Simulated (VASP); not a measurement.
A run of VASP 6.6.1 is set up as follows.

File INCAR:

```
SYSTEM = PbSe
PREC = Accurate
ENCUT = 520
EDIFF = 1E-6
ISMEAR = -1
SIGMA = 0.05
LREAL = .FALSE.
LASPH = .TRUE.
NELM = 150
ALGO = Normal
ISIF = 2
LWAVE = .FALSE.
LCHARG = .FALSE.
MAGMOM = 0 0 0 0 0 0
LORBIT = 11
LSORBIT = .TRUE.
GGA_COMPAT = .FALSE.
LORBMOM = .TRUE.
GGA = PE
NBANDS = 32
```

KPOINTS

```
Automatic mesh
0
G
  5 5 5
  0 0 0
```

Contents of POSCAR:

```
PbSe
1.0
    3.7843220000      0.0000000000      0.0000000000
    0.0000000000      3.7843220000      0.0000000000
    0.0000000000      0.0000000000      3.7843220000
Pb Se
1 1
Direct
    0.0000000000      0.0000000000      0.0000000000
    0.5000000000      0.5000000000      0.5000000000
```

Potentials or basis: VASP PAW PBE potentials, release 64 (Pb_d, Se).

Run with:

```console
$ cat potpaw_PBE.64/Pb_d/POTCAR potpaw_PBE.64/Se/POTCAR > POTCAR
$ mpirun -np 1 vasp_ncl > vasp.out
```

What does it give for the pressure?

-0.3 GPa.

Predict the net moment.

0.00 μB per cell.

Moments on the atoms (μB; x, y, z):
```
Pb  0.00 0.00 0.00
Se  0.00 0.00 0.00
```
